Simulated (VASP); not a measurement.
The system is NaF.

```xyz
2
Lattice="0.0000 2.3200 2.3200 2.3200 0.0000 2.3200 2.3200 2.3200 0.0000" Properties=species:S:1:pos:R:3 pbc="T T T"
Na    0.0000    0.0000    0.0000
F     2.3200    2.3200    2.3200
```

Base run:

- Program: VASP 6.6.1
- Functional: r2SCAN
- Potentials or basis: VASP PAW PBE potentials, release 64 (Na_pv, F)
- Cutoff: 520 eV
- k mesh: 10 × 10 × 10
- Occupations: gaussian, width 0.01 eV
- Spin: no spin polarisation

Its results: band gap on the k mesh 7.15 eV; pressure -2.0 GPa.

**Question.** The run is repeated on the same cell with these changes: functional from r2SCAN to LDA; potentials or basis from VASP PAW PBE potentials, release 64 (Na_pv, F) to VASP PAW LDA potentials, release 64 (Na_pv, F). What comes out?

**Answer.** Band gap on the k mesh 5.93 eV; pressure -4.6 GPa.

Caveats: the PAW data sets were made with another functional, which shifts forces and pressure a little (at least some runs); the cell stands under tension (at least some runs).

A k mesh can miss the band edges.
